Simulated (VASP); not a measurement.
A run of VASP 6.6.1:

File INCAR:

```
PREC     = Accurate       # precision mode
ENCUT    = 520            # plane-wave cutoff, eV
EDIFF    = 1E-6           # SCF threshold, eV
ISMEAR   = 0              # smearing method
SIGMA    = 0.02           # smearing width, eV
LREAL    = False          # projectors in reciprocal space
LASPH    = True           # aspherical terms in the spheres
NELM     = 100            # most SCF steps
ALGO     = Normal         # electronic algorithm
ISIF     = 2              # what is computed and relaxed
LWAVE    = False          # write WAVECAR
LCHARG   = False          # write CHGCAR
GGA      = PE             # functional
NBANDS   = 35             # bands
```

The input KPOINTS:

```
Automatic mesh
0
Gamma
  6 6 8
```

POSCAR

```
SnO2
1.0
    4.8090883868      0.0000000000      0.0000000000
    0.0000000000      4.8090883868      0.0000000000
    0.0000000000      0.0000000000      3.2867245335
Sn O
2 4
Direct
    0.5000000000      0.5000000000      0.5000000000
    0.0000000000      0.0000000000      0.0000000000
    0.1934234765      0.8065765235      0.5000000000
    0.8065765235      0.1934234765      0.5000000000
    0.3065765235      0.3065765235      0.0000000000
    0.6934234765      0.6934234765      0.0000000000
```

Potentials or basis: VASP PAW PBE potentials, release 64 (Sn_d, O).

Launch:

```console
$ cat potpaw_PBE.64/Sn_d/POTCAR potpaw_PBE.64/O/POTCAR > POTCAR
$ mpirun -np 1 vasp_std > vasp.out
```

Hardware: 1 thread of Intel(R) Xeon(R) 6975P-C (Granite Rapids), with other jobs on the host.

**Question.** Estimate the wall time of this run.

**Answer.** It took 37 s on 1 thread of Intel(R) Xeon(R) 6975P-C (Granite Rapids), on a shared host, peak memory 0.24 GiB. Counts: scf iterations 14, k points 50.
